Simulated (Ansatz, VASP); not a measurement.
# Ba: VASP beside Ansatz

```xyz
1
Lattice="3.5470 0.0000 0.0000 0.0000 3.5470 0.0000 0.0000 0.0000 3.5470" Properties=species:S:1:pos:R:3 pbc="T T T"
Ba    0.0000    0.0000    0.0000
```

Alike in both runs: task single point; functional LDA; k mesh 10 × 10 × 10; occupations fermi-dirac, width 0.1 eV; no spin polarisation.

|  | VASP | Ansatz |
| --- | --- | --- |
| version | VASP 6.6.1 | Ansatz 0.2.0 |
| potentials or method | VASP PAW LDA potentials, release 64 (Ba_sv), cutoff 520 eV | plane waves (420 eV) with PAW, scalar-relativistic |
| valence electrons in the cell | 10 | 10 |

Ansatz gave:

```
pressure (GPa) : 1.5
```

Problem. Which values does VASP return?

Solution. Pressure (GPa): 2.0.

Ansatz warns that its potentials were made for another functional, while VASP's fit it. LDA's correlation is that of Perdew and Zunger in VASP and of Perdew and Wang (1992) in Ansatz.

Spin-orbit coupling is off throughout.
